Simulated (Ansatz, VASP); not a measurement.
## AgCl: VASP beside Ansatz

```
Ag Cl
1.0
     3.43397    0.00000    0.00000
     0.00000    3.43397    0.00000
     0.00000    0.00000    3.43397
Ag Cl
1 1
Direct
  0.00000 0.00000 0.00000
  0.50000 0.50000 0.50000
```

Alike in both runs: task single point; functional LDA; k mesh 8 × 8 × 8; occupations gaussian, width 0.02 eV; no spin polarisation.

```csv
,VASP,Ansatz
version,VASP 6.6.1,Ansatz 0.2.0
potentials or method,"VASP PAW LDA potentials, release 64 (Ag, Cl), cutoff 520 eV","all-electron LAPW, scalar-relativistic"
```

```csv
,VASP,Ansatz,Ansatz less VASP
gap on the k mesh at the Fermi level (eV),0.31,0.28,-0.030
least direct gap on the mesh (eV),1.82,1.79,-0.027
pressure (GPa),-7.6,-7.6,+0.03
```

LDA's correlation is that of Perdew and Zunger in VASP and of Perdew and Wang (1992) in Ansatz. Ansatz ran all-electron here, and VASP with PAW potentials.
